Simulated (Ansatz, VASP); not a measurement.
Two plane-wave programs on LiCl

```xyz
2
Lattice="0.0000 2.5560 2.5560 2.5560 0.0000 2.5560 2.5560 2.5560 0.0000" Properties=species:S:1:pos:R:3 pbc="T T T"
Li    0.0000    0.0000    0.0000
Cl    2.5560    2.5560    2.5560
```

Alike in both runs: task single point; functional r2SCAN; k mesh 8 × 8 × 8; no spin polarisation.

|  | VASP | Ansatz |
| --- | --- | --- |
| version | VASP 6.6.1 | Ansatz 0.2.0 |
| potentials or method | VASP PAW PBE potentials, release 64 (Li_sv, Cl) | plane waves, PAW |
| plane-wave cutoff (eV) | 520 | 500 |
| occupations | gaussian, width 0.01 eV | fixed |
| valence electrons in the cell | 10 | 10 |

Ansatz gave:

* gap on the k mesh at the Fermi level (eV): 7.29

Problem. Estimate VASP's values.

Solution. gap on the k mesh at the Fermi level (eV): 7.36.

VASP's potentials were made for PBE, not for r2SCAN.

Noted on VASP's run: the cutoff is short for stress, so the pressure is rough.
